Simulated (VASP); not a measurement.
A run of VASP 6.6.1:

File INCAR:

```
SYSTEM = TaRu
PREC = Accurate
ENCUT = 520
EDIFF = 1E-7
ISMEAR = -1
SIGMA = 0.15
LREAL = .FALSE.
LASPH = .TRUE.
NELM = 60
ALGO = Fast
ISIF = 2
LWAVE = .FALSE.
LCHARG = .FALSE.
NBANDS = 20
```

KPOINTS

```
Automatic mesh
0
G
  14 14 12
  0 0 0
```

POSCAR

```
TaRu
1.0
    2.9862334938      0.0000000000      0.0000000000
    0.0000000000      2.9862334938      0.0000000000
    0.0000000000      0.0000000000      3.3381788451
Ta Ru
1 1
Direct
    0.5000000000      0.5000000000      0.5000000000
    0.0000000000      0.0000000000      0.0000000000
```

Potentials or basis: VASP PAW LDA potentials, release 64 (Ta_pv, Ru_pv).

Run with:

```sh
$ cat potpaw_LDA.64/Ta_pv/POTCAR potpaw_LDA.64/Ru_pv/POTCAR > POTCAR
$ mpirun -np 1 vasp_std > vasp.out
```

Hardware: 1 thread of Intel(R) Xeon(R) Platinum 8259CL CPU @ 2.50GHz (Skylake/Cascade Lake) (shared host).

Q: How long does it take, and how much memory?

A: Wall time 100 s on 1 thread of Intel(R) Xeon(R) Platinum 8259CL CPU @ 2.50GHz (Skylake/Cascade Lake), with other jobs on the host, peak memory 0.25 GiB. Counts: scf iterations 15, k points 252.
